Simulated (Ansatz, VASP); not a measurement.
# Ca2TeSe: VASP beside Ansatz

```
Se Ca Te
1.0
     4.41002    0.00000    0.00000
     0.00000    4.41002    0.00000
     0.00000    0.00000    6.23599
Se Ca Te
1 2 1
Direct
  0.00000 0.00000 0.00000
  0.00000 0.00000 0.50000
  0.50000 0.50000 0.00000
  0.50000 0.50000 0.50000
```

Alike in both runs: task single point; functional r2SCAN; k mesh 6 × 6 × 4; no spin polarisation.

|  | VASP | Ansatz |
| --- | --- | --- |
| version | VASP 6.6.1 | Ansatz 0.2.0 |
| potentials or method | VASP PAW PBE potentials, release 64 (Se, Ca_sv, Te) | plane waves, PAW |
| plane-wave cutoff (eV) | 520 | 500 |
| occupations | gaussian, width 0.01 eV | fixed |
| valence electrons in the cell | 32 | 52 |

|  | VASP | Ansatz | Ansatz less VASP |
| --- | --- | --- | --- |
| gap on the k mesh at the Fermi level (eV) | 2.22 | 2.23 | +0.005 |
| pressure (GPa) | -1.1 | -1.3 | -0.18 |

VASP's potentials were made for PBE, not for r2SCAN. VASP's potentials hold 32 valence electrons a cell and Ansatz's 52, so a difference there can come from the potentials and not from the codes.

Neither program's run includes spin-orbit coupling.
